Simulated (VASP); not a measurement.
# Zr (I4_1/amd) in VASP: notebook

Zr is run at these levels: PBE; tasks: relaxation of cell and atoms, single point.

All numbers are computed with VASP 6.6.1; they aren't measurements. Logs are shortened: lines on timing, memory, paths and dates and some standing lists are left out, and cuts for length are marked.

**1. The cell of the first run**

Symmetry: I4_1/amd, No. 141, tetragonal system. Conventional cell: a = 5.143 Å, b = 5.143 Å, c = 2.857 Å, α = 90.00°, β = 90.00°, γ = 90.00°. Within 3.5 Å of Zr (site symmetry -4m2) lie 10 Zr at 2.67 to 3.35 Å.

**2. Relaxation of cell and atoms, PBE, target pressure 26 GPa, at which the enthalpy is minimised**

The input, INCAR:

```
PREC = Accurate ; ENCUT = 600
EDIFF = 1E-7 ; ISMEAR = -1
SIGMA = 0.08 ; LREAL = False
LASPH = True ; NELM = 60
ALGO = Normal ; ISIF = 3
LWAVE = False ; LCHARG = False
GGA = PE ; IBRION = 2
NSW = 32 ; EDIFFG = -0.005
PSTRESS = 260.0
```

The input, KPOINTS:

```
Automatic mesh
0
Gamma
  15 15 15
```

The input, POSCAR:

```
Zr
1.0
   -2.5717046134      2.5717046134      1.4282666691
    2.5717046134     -2.5717046134      1.4282666691
    2.5717046134      2.5717046134     -1.4282666691
Zr
2
Direct
   -0.3750000000     -0.1250000000     -0.2500000000
    0.3750000000      0.1250000000      0.2500000000
```

Potentials or basis: VASP PAW PBE potentials, release 64 (Zr_sv).

Launch:

```sh
cat potpaw_PBE.64/Zr_sv/POTCAR > POTCAR
mpirun -np 1 vasp_std > vasp.out
```

OUTCAR:

```text
PREC = Accurate
   ENCUT = 600
   EDIFF = 1E-7
   ISMEAR = -1
   LREAL = False
   LASPH = True
   NELM = 60
   ISIF = 3
   GGA = PE
   IBRION = 2
   NSW = 32
   EDIFFG = -0.005
   PSTRESS = 260.0

 ion  position               nearest neighbor table
   1  0.625  0.875  0.750-   2 2.67   2 2.67   2 2.67   2 2.67   2 3.35   2 3.35   2 3.35   2 3.35

   2  0.375  0.125  0.250-   1 2.67   1 2.67   1 2.67   1 2.67   1 3.35   1 3.35   1 3.35   1 3.35

  LATTYP: Found a body centered tetragonal cell.
 ALAT       =     5.1434092268
 C/A-ratio  =     0.5553774184

  Lattice vectors:

 A1 = (  -2.5717046134,   2.5717046134,   1.4282666691)
 A2 = (   2.5717046134,  -2.5717046134,   1.4282666691)
 A3 = (   2.5717046134,   2.5717046134,  -1.4282666691)

Analysis of symmetry for initial positions (statically):
=====================================================================
 Subroutine PRICEL returns:
 Original cell was already a primitive cell.

 Routine SETGRP: Setting up the symmetry group for a
 body centered tetragonal supercell.

 Subroutine GETGRP returns: Found 16 space group operations
 (whereof  4 operations were pure point group operations)
 out of a pool of 16 trial point group operations.

The static configuration has the point symmetry C_2h.
 The point group associated with its full space group is D_4h.

Analysis of symmetry for dynamics (positions and initial velocities):
=====================================================================
 Subroutine PRICEL returns:
 Original cell was already a primitive cell.

 Routine SETGRP: Setting up the symmetry group for a
 body centered tetragonal supercell.

 Subroutine GETGRP returns: Found 16 space group operations
 (whereof  4 operations were pure point group operations)
 out of a pool of 16 trial point group operations.

The dynamic configuration has the point symmetry C_2h.
 The point group associated with its full space group is D_4h.

 Subroutine INISYM returns: Found 16 space group operations
 (whereof  4 operations are pure point group operations),
 and found     1 'primitive' translations

----------------------------------------------------------------------------------------

                                     Primitive cell

  volume of cell :      37.7843

  direct lattice vectors                    reciprocal lattice vectors
    -2.571704613  2.571704613  1.428266669     0.000000000  0.194423573  0.350074682
     2.571704613 -2.571704613  1.428266669     0.194423573  0.000000000  0.350074682
[... 95 lines left out ...]
   PSTRESS=  260.0 pullay stress
   NELECT =      24.0000    total number of electrons
   NUPDOWN=      -1.0000    fix difference up-down
   EMIN   =  10.00;   EMAX   =-10.00  energy-range for DOS
   EFERMI =   0.00;   METHOD = LEGACY
   ISMEAR =    -1;   SIGMA  =   0.08  broadening in eV -4-tet -1-fermi 0-gaus
   EFERMI_NEDOS =   21; number of points for ismear=-14 and -15
   IALGO  =     38    algorithm
   IMIX   =      4    mixing-type and parameters
     AMIX     =   0.40;   BMIX     =  1.00
     AMIX_MAG =   1.60;   BMIX_MAG =  1.00
  volume/ion in A,a.u.               =      18.89       127.49
  Fermi-wavevector in a.u.,A,eV,Ry     =   1.407261  2.659338 26.944767  1.980384
  Thomas-Fermi vector in A             =   2.529538
   LORBIT       =      0    0 simple, 1 ext, 2 COOP (PROOUT), +10 PAW based schemes
   GGA     = PE    functional components
   LHFCALC =     F    Hartree Fock is set to
   AEXX    =    0.0000 exact exchange contribution
   IVDW    =     0    specifies the selected vdW correction
   LEPSILON=     F    determine dielectric tensor
   LRPA    =     F    only Hartree local field effects (RPA)
 conjugate gradient relaxation of ions
 non-spin polarized calculation
  energy-cutoff  :      600.00
  volume of cell :       37.78
 maximum number of plane-waves:      1279
   NGX = 15   NGY = 15   NGZ = 15

--------------------------------------- Ionic step        1  -------------------------------------------

 number of electron      24.0000000 magnetization

 Free energy of the ion-electron system (eV)
  ---------------------------------------------------
  ext. energy  EPLUGINS =         0.00000000
  ---------------------------------------------------
  free energy    TOTEN  =       -15.44573760 eV

  energy without entropy =      -15.39218309  energy(sigma->0) =      -15.41896034

------------------------ aborting loop because EDIFF is reached ----------------------------------------

  FORCE on cell =-STRESS in cart. coord.  units (eV):
  Direction    XX          YY          ZZ          XY          YZ          ZX
  --------------------------------------------------------------------------------------
  -------------------------------------------------------------------------------------
  Total        6.1894101      6.1894101      6.1577740     -0.0000000      0.0000000     -0.0000000
  in kB      262.4510892    262.4510892    261.1096177     -0.0000000      0.0000000     -0.0000000
  external PRESSURE =       2.0039320 kB  Pullay stress =     260.0000000 kB
[... 101 lines left out ...]
--------------------------------------- Ionic step        4  -------------------------------------------

 number of electron      24.0000000 magnetization

 Free energy of the ion-electron system (eV)
  ---------------------------------------------------
  ext. energy  EPLUGINS =         0.00000000
  ---------------------------------------------------
  free energy    TOTEN  =       -15.45339671 eV

  energy without entropy =      -15.39982546  energy(sigma->0) =      -15.42661109

 E-fermi :  10.9998     XC(G=0): -12.0179

 val. band max:       10.9973242582   @ k =  -0.3333   0.4000   0.0667
 cond. band min:      11.0006515918   @ k =  -0.4667   0.4667   0.4000
 fundamental gap:      0.0033273336
 Fermi energy:        10.9997945486

 k-point     1 :       0.0000    0.0000    0.0000
  band No.  band energies     occupation
      1     -37.3545      2.00000
      2     -36.6114      2.00000
      3     -16.1323      2.00000
      4     -16.1323      2.00000
      5     -14.3130      2.00000
      6     -14.2848      2.00000
[... 433 lines left out ...]
      3     -15.9856      2.00000
      4     -15.8871      2.00000
      5     -15.3756      2.00000
      6     -15.2917      2.00000
[... 8 lines left out ...]
     15      13.4800      0.00000
     16      14.9331      0.00000

 [... further k-points ...]

------------------------ aborting loop because EDIFF is reached ----------------------------------------

  FORCE on cell =-STRESS in cart. coord.  units (eV):
  Direction    XX          YY          ZZ          XY          YZ          ZX
  --------------------------------------------------------------------------------------
  -------------------------------------------------------------------------------------
  Total        6.1401594      6.1401594      6.1341219      0.0000000      0.0000000      0.0000000
  in kB      260.0395224    260.0395224    259.7838319      0.0000000      0.0000000      0.0000000
  external PRESSURE =      -0.0457078 kB  Pullay stress =     260.0000000 kB
[... 21 lines left out ...]
  energy  without entropy=      -15.3998254602  energy(sigma->0) =      -15.42661109

  enthalpy is  TOTEN    =        -9.3141705180 eV   P V=        6.1392261964

 reached required accuracy - stopping structural energy minimisation
```

OSZICAR:

```text
N       E                     dE             d eps       ncg     rms          rms(c)
DAV:   1     0.244902135214E+03    0.24490E+03   -0.14925E+04  9216   0.170E+03
DAV:   2    -0.472061259643E-02   -0.24491E+03   -0.24241E+03 11360   0.449E+02
[... 32 lines left out ...]
       N       E                     dE             d eps       ncg     rms          rms(c)
DAV:   1    -0.154534378382E+02    0.33557E-03   -0.19887E-03  9256   0.415E-01    0.379E-02
DAV:   2    -0.154534034853E+02    0.34353E-04   -0.83005E-05 11616   0.710E-02    0.151E-02
DAV:   3    -0.154533961746E+02    0.73107E-05   -0.26483E-05 12776   0.380E-02    0.429E-03
DAV:   4    -0.154533965810E+02   -0.40636E-06   -0.52385E-07 10256   0.667E-03    0.113E-03
DAV:   5    -0.154533966994E+02   -0.11838E-06   -0.10012E-07  6752   0.259E-03    0.513E-04
DAV:   6    -0.154533967144E+02   -0.15038E-07   -0.10184E-08  5336   0.981E-04
   4 F= -.93141705E+01 E0= -.92873849E+01  d E =-.490609E-05
```

Run time: 6.3 min. Hardware: 1 thread of Intel Xeon 6975P-C, shared host; peak memory 0.32 GiB.

What came out:

```yaml
Free_energy: -15.4534 eV
Relaxed_volume: 18.92 Å³/atom
Relaxed_cell: a = 3.910 Å, b = 3.910 Å, c = 3.910 Å, α = 97.67°, β = 97.67°, γ = 137.15°
Space_group_after_relaxing_to_0.05_Å: I4_1/amd (No. 141)
Energy_change_on_relaxing_the_enthalpy_is_what_falls: -3.8 meV/atom
Ionic_steps: 4
Pressure_after_relaxing: 26.0 GPa
Band_gap_on_the_k_mesh: zero (band 12 reaches 11.34 eV, above the bottom of band 13 at 10.15 eV)
```

The path:
```
step  energy change (eV)  largest force (eV/Å)  pressure (GPa)  volume (Å³)
   1              0.0000                0.0000           26.20        37.78
   2             -0.0209                0.0000           25.64        37.91
   3             -0.0080                0.0000           25.99        37.83
   4             -0.0077                0.0000           26.00        37.83
```

Final structure:
```
Zr
1.0
    -2.57345    2.57345    1.42810
     2.57345   -2.57345    1.42810
     2.57345    2.57345   -1.42810
Zr
2
Direct
  0.62500 0.87500 0.75000
  0.37500 0.12500 0.25000
```

Levels at points of the mesh, in eV from the Fermi level:
```tsv
k point	band 9	band 10	band 11	band 12	band 13	band 14	band 15	band 16
(0.00, 0.00, 0.00)	-5.25	-4.02	-1.57	-0.96	-0.04	3.65	3.65	3.80
```

Caveat: the cell is relaxed towards a set pressure, so the enthalpy falls and the energy may rise.

**3. Relaxation of cell and atoms, PBE, target pressure 26 GPa, at which the enthalpy is minimised**

This run uses another cell than the first one, of 19.47 Å³/atom, 1.030 times its volume.

The input, INCAR:

```
  ALGO = Normal
  EDIFF = 1E-7
  EDIFFG = -0.005
  ENCUT = 600
  GGA = PE
  IBRION = 2
  ISIF = 3
  ISMEAR = -1
  LASPH = True
  LCHARG = False
  LREAL = False
  LWAVE = False
  NELM = 60
  NSW = 60
  PREC = Accurate
  PSTRESS = 260.0
  SIGMA = 0.08
```

The input, KPOINTS:

```
k-points
0
Gamma
  15 15 15
```

The input, POSCAR:

```
Zr
1.0
   -2.6059175483      2.6059175483      1.4332546516
    2.6059175483     -2.6059175483      1.4332546516
    2.6059175483      2.6059175483     -1.4332546516
Zr
2
Direct
   -0.3750000000     -0.1250000000     -0.2500000000
    0.3750000000      0.1250000000      0.2500000000
```

Potentials or basis: VASP PAW PBE potentials, release 64 (Zr_sv).

Launch:

```sh
cat potpaw_PBE.64/Zr_sv/POTCAR > POTCAR
mpirun -np 1 vasp_std > vasp.out
```

Run time: 11 min. Hardware: 1 thread of Intel Xeon 6975P-C, shared host; peak memory 0.34 GiB.

Results (log left out):

```
Free energy                                            : -15.4532 eV
Relaxed volume                                         : 18.91 Å³/atom
Relaxed cell                                           : a = 3.910 Å, b = 3.910 Å, c = 3.910 Å, α = 97.66°, β = 97.66°, γ = 137.17°
Space group after relaxing (to 0.05 Å)                 : I4_1/amd (No. 141)
Energy change on relaxing (the enthalpy is what falls) : +81.4 meV/atom
Ionic steps                                            : 6
Pressure after relaxing                                : 26.0 GPa
Band gap on the k mesh                                 : zero (band 12 reaches 11.35 eV, above the bottom of band 13 at 10.15 eV)
```

The path:
```
step  energy change (eV)  largest force (eV/Å)  pressure (GPa)  volume (Å³)
   1              0.0000                0.0000           21.51        38.93
   2              0.5218                0.0000           35.18        35.94
   3              0.1608                0.0000           25.97        37.84
   4              0.1642                0.0000           26.06        37.82
   5              0.1632                0.0000           26.03        37.83
   6              0.1629                0.0000           26.03        37.83
```

Final structure:
```
Zr
1.0
    -2.57372    2.57372    1.42763
     2.57372   -2.57372    1.42763
     2.57372    2.57372   -1.42763
Zr
2
Direct
  0.62500 0.87500 0.75000
  0.37500 0.12500 0.25000
```

Levels at points of the mesh, in eV from the Fermi level:
```
           k point  band 10  band 11  band 12  band 13  band 14  band 15
(0.00, 0.00, 0.00)    -4.02    -1.58    -0.96    -0.04     3.65     3.65
```

Caveat: the cell is relaxed towards a set pressure, so the enthalpy falls and the energy may rise.

**4. Single point, PBE**

The input, INCAR:

```
SYSTEM = Zr
  PREC = Accurate
  ENCUT = 520
  EDIFF = 1E-7
  ISMEAR = -1
  SIGMA = 0.08
  LREAL = .False.
  LASPH = .True.
  NELM = 60
  ALGO = Normal
  ISIF = 2
  LWAVE = .False.
  LCHARG = .False.
  GGA = PE
  NBANDS = 19
```

The input, KPOINTS:

```
Automatic mesh
0
Gamma
  15 15 15
  0 0 0
```

The input, POSCAR:

```
Zr
1.0
   -2.5717046134      2.5717046134      1.4282666690
    2.5717046134     -2.5717046134      1.4282666690
    2.5717046134      2.5717046134     -1.4282666690
Zr
2
Direct
   -0.3750000000     -0.1250000000     -0.2500000000
    0.3750000000      0.1250000000      0.2500000000
```

Potentials or basis: VASP PAW PBE potentials, release 64 (Zr_sv).

Launch:

```sh
cat potpaw_PBE.64/Zr_sv/POTCAR > POTCAR
mpirun -np 1 vasp_std > vasp.out
```

OUTCAR:

```text
SYSTEM = Zr
   PREC = Accurate
   ENCUT = 520
   EDIFF = 1E-7
   ISMEAR = -1
   LREAL = .False.
   LASPH = .True.
   NELM = 60
   ISIF = 2
   GGA = PE

 ion  position               nearest neighbor table
   1  0.625  0.875  0.750-   2 2.67   2 2.67   2 2.67   2 2.67   2 3.35   2 3.35   2 3.35   2 3.35

   2  0.375  0.125  0.250-   1 2.67   1 2.67   1 2.67   1 2.67   1 3.35   1 3.35   1 3.35   1 3.35

  LATTYP: Found a body centered tetragonal cell.
 ALAT       =     5.1434092268
 C/A-ratio  =     0.5553774184

  Lattice vectors:

 A1 = (  -2.5717046134,   2.5717046134,   1.4282666690)
 A2 = (   2.5717046134,  -2.5717046134,   1.4282666690)
 A3 = (   2.5717046134,   2.5717046134,  -1.4282666690)

Analysis of symmetry for initial positions (statically):
=====================================================================
 Subroutine PRICEL returns:
 Original cell was already a primitive cell.

 Routine SETGRP: Setting up the symmetry group for a
 body centered tetragonal supercell.

 Subroutine GETGRP returns: Found 16 space group operations
 (whereof  4 operations were pure point group operations)
[... 157 lines left out ...]

 Free energy of the ion-electron system (eV)
  ---------------------------------------------------
  ext. energy  EPLUGINS =         0.00000000
  ---------------------------------------------------
  free energy    TOTEN  =       -15.44494591 eV

  energy without entropy =      -15.39139052  energy(sigma->0) =      -15.41816821

 E-fermi :  11.0159     XC(G=0): -12.0241

 val. band max:       11.0153020380   @ k =  -0.4667   0.4667   0.3333
 cond. band min:      11.0162658419   @ k =  -0.4000   0.4667   0.4000
 fundamental gap:      0.0009638039
 Fermi energy:        11.0158951560

 k-point     1 :       0.0000    0.0000    0.0000
  band No.  band energies     occupation
      1     -37.3387      2.00000
      2     -36.5912      2.00000
      3     -16.1187      2.00000
      4     -16.1187      2.00000
      5     -14.2954      2.00000
      6     -14.2670      2.00000
[... 505 lines left out ...]
      6     -15.2735      2.00000
[... 11 lines left out ...]
     18      17.2219      0.00000
     19      19.0063      0.00000

 [... further k-points ...]
[... 5 lines left out ...]
  --------------------------------------------------------------------------------------
  -------------------------------------------------------------------------------------
  Total        6.1871173      6.1871173      6.1561123     -0.0000000      0.0000000      0.0000000
  in kB      262.3538669    262.3538669    261.0391566     -0.0000000      0.0000000      0.0000000
  external PRESSURE =     261.9156302 kB  Pullay stress =       0.0000000 kB

 VOLUME and BASIS-vectors are now :
 -----------------------------------------------------------------------------
  energy-cutoff  :      520.00
  volume of cell :       37.78
      direct lattice vectors                 reciprocal lattice vectors
    -2.571704613  2.571704613  1.428266669     0.000000000  0.194423573  0.350074682
     2.571704613 -2.571704613  1.428266669     0.194423573  0.000000000  0.350074682
     2.571704613  2.571704613 -1.428266669     0.194423573  0.194423573  0.000000000

 POSITION                                       TOTAL-FORCE (eV/Angst)
 -----------------------------------------------------------------------------------
      2.57170      1.28585      1.07120        -0.000000     -0.000000      0.000000
     -0.00000      1.28585      0.35707         0.000000      0.000000     -0.000000
 -----------------------------------------------------------------------------------
    total drift:                                0.000000     -0.000000      0.000000

  FREE ENERGIE OF THE ION-ELECTRON SYSTEM (eV)
  ---------------------------------------------------
  free  energy   TOTEN  =       -15.4449459120 eV

  energy  without entropy=      -15.3913905161  energy(sigma->0) =      -15.41816821
```

Run time: 1.9 min. Hardware: 1 thread of AMD EPYC 9R45 (Zen 5), shared host; peak memory 0.26 GiB.

Results:

| Quantity | Value |
| --- | --- |
| Free energy | -15.4449 eV |
| Pressure | 26.2 GPa |
| Band gap on the k mesh | zero (band 12 reaches 11.36 eV, above the bottom of band 13 at 10.16 eV) |

Levels at points of the mesh, in eV from the Fermi level:
| k point | band 8 | band 9 | band 10 | band 11 | band 12 | band 13 | band 14 | band 15 | band 16 | band 17 |
| --- | --- | --- | --- | --- | --- | --- | --- | --- | --- | --- |
| (0.00, 0.00, 0.00) | -25.19 | -5.25 | -4.03 | -1.58 | -0.96 | -0.04 | 3.64 | 3.64 | 3.80 | 3.80 |

[end of part 1 of 2]
